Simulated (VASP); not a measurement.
Write the native input for VASP 6.6.1 that does the following.

```yaml
Task: single point
Functional: PBE
Potentials_or_basis: VASP PAW PBE potentials, release 64 (Ti_sv)
Cutoff: 520 eV
k_mesh: 24 × 24 × 14
Occupations: gaussian, width 0.15 eV
Spin: no spin polarisation
Dipole_correction: no
Further_INCAR_settings: ALGO = Fast; EDIFF = 1e-06; NBANDS = 19
```

The structure of Ti lies in POSCAR:

```
Ti
1.0
    2.9384580613      0.0000000000      0.0000000000
   -1.4692290306      2.5447793290      0.0000000000
    0.0000000000      0.0000000000      4.6506340146
Ti
2
Direct
    0.2574190240      0.6110935352      0.2500000000
    0.7425809760      0.3889064648      0.7500000000
```

This cell differs from its parent crystal: mode 4 (129.9 1/cm) frozen in, largest displacement -0.200 Å.

One way to write it, as run:

INCAR

```
SYSTEM = Ti
PREC     = Accurate       ! precision mode
ENCUT    = 520            ! plane-wave cutoff, eV
EDIFF    = 1E-6           ! SCF threshold, eV
ISMEAR   = 0              ! smearing method
SIGMA    = 0.15           ! smearing width, eV
LREAL    = .FALSE.        ! projectors in reciprocal space
LASPH    = .TRUE.         ! aspherical terms in the spheres
NELM     = 80             ! most SCF steps
ALGO     = Fast           ! electronic algorithm
ISIF     = 2              ! what is computed and relaxed
LWAVE    = .FALSE.        ! write WAVECAR
LCHARG   = .TRUE.         ! write CHGCAR
GGA      = PE             ! functional
LELF     = .TRUE.         ! ELF
LVHAR    = .TRUE.       
NBANDS   = 19             ! bands
```

KPOINTS

```
Automatic mesh
0
G
  24 24 14
  0 0 0
```

Potentials or basis: VASP PAW PBE potentials, release 64 (Ti_sv).

Command:

```console
$ cat potpaw_PBE.64/Ti_sv/POTCAR > POTCAR
$ mpirun -np 1 vasp_std > vasp.out
```

Results of the run:

- Pressure: -1.0 GPa
- Largest force: 0.452 eV/Å
- Band gap on the k mesh: zero (band 12 reaches 9.04 eV, above the bottom of band 13 at 7.75 eV)

Caveat: the cell differs from its parent crystal (mode 4 (129.9 1/cm) frozen in, largest displacement -0.200 Å).

It took 24 min on 1 thread of Intel(R) Xeon(R) 6975P-C (Granite Rapids) (shared host), peak memory 1.2 GiB.
